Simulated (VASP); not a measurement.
# Co (P6_3/mmc) in VASP: single point with PBE

Aim: the single point of Co with PBE.

Everything below comes from runs of VASP 6.6.1. Logs are shortened: lines on timing, memory, paths and dates and some standing lists are left out, and cuts for length are marked.

## (1) The cell of the first run

Symmetry: P6_3/mmc, No. 194, hexagonal system. The conventional cell has a = 2.505 Å, b = 2.505 Å, c = 4.089 Å, α = 90.00°, β = 90.00°, γ = 120.00°. Within 3.3 Å of Co (site symmetry -6m2) lie 12 Co at 2.50 to 2.51 Å.

## (2) Single point, PBE, collinear spin, ferromagnetic start

INCAR

```
ALGO = Normal
EDIFF = 1E-6
ENCUT = 520
GGA = PE
ISIF = 2
ISMEAR = -1
ISPIN = 2
ISYM = 0
LASPH = T
LCHARG = F
LMAXMIX = 4
LORBIT = 11
LREAL = F
LWAVE = F
MAGMOM = 3 3
NBANDS = 20
NELM = 150
PREC = Accurate
SIGMA = 0.05
```

KPOINTS

```
k-points
0
Gamma
  13 13 7
```

POSCAR

```
Co
1.0
    2.5053999800      0.0000000000      0.0000000000
   -1.2526999900      2.1697400300      0.0000000000
    0.0000000000      0.0000000000      4.0893000000
Co
2
Direct
    0.3333333300      0.6666666700      0.2500000000
    0.6666666700      0.3333333300      0.7500000000
```

Potentials or basis: VASP PAW PBE potentials, release 64 (Co).

Command:

```bash
$ cat potpaw_PBE.64/Co/POTCAR > POTCAR
$ mpirun -np 1 vasp_std > vasp.out
```

OUTCAR:

```text
EDIFF = 1E-6
   ENCUT = 520
   GGA = PE
   ISIF = 2
   ISMEAR = -1
   ISPIN = 2
   ISYM = 0
   LASPH = T
   LORBIT = 11
   LREAL = F
   NELM = 150
   PREC = Accurate

 ion  position               nearest neighbor table
   1  0.333  0.667  0.250-   2 2.50   2 2.50   2 2.50   2 2.50   2 2.50   2 2.50
   2  0.667  0.333  0.750-   1 2.50   1 2.50   1 2.50   1 2.50   1 2.50   1 2.50

IMPORTANT INFORMATION: All symmetrisations will be switched off!
NOSYMM: (Re-)initialisation of all symmetry stuff for point group C_1.

----------------------------------------------------------------------------------------

                                     Primitive cell

  volume of cell :      22.2297

  direct lattice vectors                    reciprocal lattice vectors
     2.505399980  0.000000000  0.000000000     0.399137865  0.230442354  0.000000000
    -1.252699990  2.169740030  0.000000000     0.000000000  0.460884708  0.000000000
     0.000000000  0.000000000  4.089300000     0.000000000  0.000000000  0.244540630

  length of vectors
     2.505399980  2.505399981  4.089300000     0.460884708  0.460884708  0.244540630

  position of ions in fractional coordinates (direct lattice)
     0.333333330  0.666666670  0.250000000
     0.666666670  0.333333330  0.750000000

  ion indices of the primitive-cell ions
   primitive index   ion index
                 1           1
                 2           2

----------------------------------------------------------------------------------------

 KPOINTS: k-points

Automatic generation of k-mesh.
 Grid dimensions read from file:
 generate k-points for:   13   13    7

 Generating k-lattice:

  Cartesian coordinates                     Fractional coordinates (reciprocal lattice)
     0.030702913  0.017726335  0.000000000     0.076923077  0.000000000  0.000000000
     0.000000000  0.035452670  0.000000000     0.000000000  0.076923077  0.000000000
     0.000000000  0.000000000  0.034934376     0.000000000  0.000000000  0.142857143

  Length of vectors
     0.035452670  0.035452670  0.034934376

  Shift w.r.t. Gamma in fractional coordinates (k-lattice)
     0.000000000  0.000000000  0.000000000

 Subroutine IBZKPT returns following result:
 ===========================================

 Found    592 irreducible k-points:

 Following reciprocal coordinates:
            Coordinates               Weight
  0.000000  0.000000  0.000000      1.000000
  0.076923  0.000000  0.000000      2.000000
  0.000000  0.076923  0.000000      2.000000
 -0.076923  0.076923  0.000000      2.000000
  0.153846  0.000000  0.000000      2.000000
  0.000000  0.153846  0.000000      2.000000
[... 16 lines left out ...]
  0.153846  0.076923  0.000000      2.000000
 -0.076923  0.230769  0.000000      2.000000
 [... further k-points ...]
   k-points           NKPTS =    592   k-points in BZ     NKDIM =    592   number of bands    NBANDS=     20
   number of dos      NEDOS =    301   number of ions     NIONS =      2
   total plane-waves  NPLWV =  12000
   dimension x,y,z NGX =    20 NGY =   20 NGZ =   30
   dimension x,y,z NGXF=    40 NGYF=   40 NGZF=   60
   ions per type =               2
   NGX,Y,Z   is equivalent  to a cutoff of  13.27, 13.27, 12.20 a.u.
   NGXF,Y,Z  is equivalent  to a cutoff of  26.54, 26.54, 24.39 a.u.
 SYSTEM =  unknown system
   PREC   = accura    normal or accurate (medium, high low for compatibility)
   ISTART =      0    job   : 0-new  1-cont  2-samecut
   ICHARG =      2    charge: 1-file 2-atom 10-const
   ISPIN  =      2    spin polarized calculation?
   LNONCOLLINEAR =      F non collinear calculations
   LSORBIT =      F    spin-orbit coupling
   LASPH  =      T    aspherical Exc in radial PAW
   ENCUT  =  520.0 eV  38.22 Ry    6.18 a.u.   4.66  4.66  7.60*2*pi/ulx,y,z
   NELM   =    150;   NELMIN=  2; NELMDL= -5     # of ELM steps
   EDIFF  = 0.1E-05   stopping-criterion for ELM
   LREAL  =      F    real-space projection
   EDIFFG = 0.1E-04   stopping-criterion for IOM
   NSW    =      0    number of steps for IOM
   IBRION =     -1    ionic relax: 0-MD 1-quasi-New 2-CG
   NFREE  =      0    steps in history (QN), initial steepest desc. (CG)
   ISIF   =      2    stress and relaxation
   ISYM   =      0    0-nonsym 1-usesym 2-fastsym
   POTIM  = 0.5000    time-step for ionic-motion
   TEBEG  =    0.0;   TEEND  =   0.0 temperature during run
   PSTRESS=    0.0 pullay stress
   NELECT =      18.0000    total number of electrons
   NUPDOWN=      -1.0000    fix difference up-down
   EMIN   =  10.00;   EMAX   =-10.00  energy-range for DOS
   EFERMI =   0.00;   METHOD = LEGACY
   ISMEAR =    -1;   SIGMA  =   0.05  broadening in eV -4-tet -1-fermi 0-gaus
   EFERMI_NEDOS =   21; number of points for ismear=-14 and -15
   IALGO  =     38    algorithm
   IMIX   =      4    mixing-type and parameters
     AMIX     =   0.40;   BMIX     =  1.00
     AMIX_MAG =   1.60;   BMIX_MAG =  1.00
  volume/ion in A,a.u.               =      11.11        75.01
  Fermi-wavevector in a.u.,A,eV,Ry     =   1.525882  2.883500 31.678680  2.328317
  Thomas-Fermi vector in A             =   2.633992
   LORBIT       =     11    0 simple, 1 ext, 2 COOP (PROOUT), +10 PAW based schemes
   GGA     = PE    functional components
   LHFCALC =     F    Hartree Fock is set to
   AEXX    =    0.0000 exact exchange contribution
   IVDW    =     0    specifies the selected vdW correction
   LEPSILON=     F    determine dielectric tensor
   LRPA    =     F    only Hartree local field effects (RPA)
 spin polarized calculation
  energy-cutoff  :      520.00
  volume of cell :       22.23
 maximum number of plane-waves:       615
   NGX =  9   NGY =  9   NGZ = 15

 number of electron      18.0000005 magnetization       3.2376937

 Free energy of the ion-electron system (eV)
  ---------------------------------------------------
  ext. energy  EPLUGINS =         0.00000000
  ---------------------------------------------------
  free energy    TOTEN  =       -14.06922397 eV

  energy without entropy =      -14.05336308  energy(sigma->0) =      -14.06129353

 E-fermi :   9.9142     XC(G=0): -13.2629

 val. band max:        9.9079633375   @ k =   0.0000   0.2308   0.1429
 cond. band min:       9.9148770286   @ k =   0.4615   0.3077   0.4286
 fundamental gap:      0.0069136911
 Fermi energy:         9.9142058895

 spin component 1

 k-point     1 :       0.0000    0.0000    0.0000
  band No.  band energies     occupation
      1       1.1553      1.00000
      2       4.8924      1.00000
      3       7.2953      1.00000
      4       7.3625      1.00000
      5       7.3625      1.00000
      6       7.6511      1.00000
[... 12 lines left out ...]
     19      35.5753      0.00000
     20      35.5753      0.00000

 k-point     2 :       0.0769    0.0000    0.0000
  band No.  band energies     occupation
      1       1.3602      1.00000
      2       5.0162      1.00000
      3       7.1423      1.00000
      4       7.4564      1.00000
      5       7.4891      1.00000
      6       7.6083      1.00000
[... 12 lines left out ...]
     19      37.2250      0.00000
     20      37.6782      0.00000
[... 465 lines left out ...]
      3       6.7293      1.00000
      4       6.8519      1.00000
      5       7.3975      1.00000
      6       7.5815      1.00000
[... 12 lines left out ...]
     19      35.1515      0.00000
     20      36.5792      0.00000

 k-point    24 :      -0.0769    0.2308    0.0000
  band No.  band energies     occupation
      1       2.5262      1.00000
      2       5.5830      1.00000
      3       6.7293      1.00000
      4       6.8519      1.00000
      5       7.3975      1.00000
      6       7.5815      1.00000
[... 12 lines left out ...]
     19      35.1515      0.00000
     20      36.5792      0.00000

 [... further k-points ...]

 spin component 2

 k-point     1 :       0.0000    0.0000    0.0000
  band No.  band energies     occupation
      1       1.1385      1.00000
      2       5.8253      1.00000
      3       8.9213      1.00000
      4       9.0095      1.00000
      5       9.0095      1.00000
      6       9.3496      0.99999
[... 12 lines left out ...]
     19      35.8520      0.00000
     20      35.8520      0.00000

 k-point     2 :       0.0769    0.0000    0.0000
  band No.  band energies     occupation
      1       1.3442      1.00000
      2       5.9670      1.00000
      3       8.7420      1.00000
      4       9.1131      1.00000
      5       9.1257      1.00000
      6       9.1467      1.00000
[... 12 lines left out ...]
     19      37.0893      0.00000
     20      37.9626      0.00000
[... 465 lines left out ...]
      3       7.9519      1.00000
      4       8.2117      1.00000
      5       9.0032      1.00000
      6       9.2822      1.00000
[... 12 lines left out ...]
     19      35.2917      0.00000
     20      37.0121      0.00000

 k-point    24 :      -0.0769    0.2308    0.0000
  band No.  band energies     occupation
      1       2.5256      1.00000
      2       6.6488      1.00000
      3       7.9519      1.00000
      4       8.2117      1.00000
      5       9.0032      1.00000
      6       9.2822      1.00000
[... 12 lines left out ...]
     19      35.2917      0.00000
     20      37.0121      0.00000

 [... further k-points ...]

------------------------ aborting loop because EDIFF is reached ----------------------------------------

  FORCE on cell =-STRESS in cart. coord.  units (eV):
  Direction    XX          YY          ZZ          XY          YZ          ZX
  --------------------------------------------------------------------------------------
  -------------------------------------------------------------------------------------
  Total       -0.6339651     -0.6339648     -0.9751928     -0.0000005     -0.0000008     -0.0000006
  in kB      -45.6922125    -45.6921906    -70.2857556     -0.0000344     -0.0000608     -0.0000453
  external PRESSURE =     -53.8900529 kB  Pullay stress =       0.0000000 kB

 VOLUME and BASIS-vectors are now :
 -----------------------------------------------------------------------------
  energy-cutoff  :      520.00
  volume of cell :       22.23
      direct lattice vectors                 reciprocal lattice vectors
     2.505399980  0.000000000  0.000000000     0.399137865  0.230442354  0.000000000
    -1.252699990  2.169740030  0.000000000     0.000000000  0.460884708  0.000000000
     0.000000000  0.000000000  4.089300000     0.000000000  0.000000000  0.244540630

 POSITION                                       TOTAL-FORCE (eV/Angst)
 -----------------------------------------------------------------------------------
     -0.00000      1.44649      1.02232        -0.000000      0.000001     -0.000000
      1.25270      0.72325      3.06697         0.000000     -0.000001      0.000000
 -----------------------------------------------------------------------------------
    total drift:                               -0.000001      0.000000     -0.000001

  FREE ENERGIE OF THE ION-ELECTRON SYSTEM (eV)
  ---------------------------------------------------
  free  energy   TOTEN  =       -14.0692239715 eV

  energy  without entropy=      -14.0533630831  energy(sigma->0) =      -14.06129353

 total charge

# of ion       s       p       d       tot
------------------------------------------
    1        0.479   0.501   7.247   8.226
    2        0.479   0.501   7.246   8.226
--------------------------------------------------
tot          0.957   1.003  14.493  16.453

 magnetization (x)

# of ion       s       p       d       tot
------------------------------------------
    1       -0.015  -0.055   1.715   1.644
    2       -0.015  -0.055   1.715   1.645
--------------------------------------------------
tot         -0.030  -0.111   3.429   3.289
```

Run time: 5.2 min. Hardware: 1 thread of Intel Xeon Platinum 8488C (Sapphire Rapids), shared host; peak memory 0.44 GiB.

Results:

```yaml
Free_energy: -14.0692 eV
Pressure: -5.4 GPa
Net_moment: 3.24 μB per cell
Site_moments: Co +1.64, +1.65 μB
Valence_electrons_inside_the_program's_atomic_spheres: Co 8.23
```

Stress tensor (GPa, compression positive):
```
-4.57  0.00  0.00
 0.00 -4.57  0.00
 0.00  0.00 -7.03
```

Caveat: the cell stands under tension.
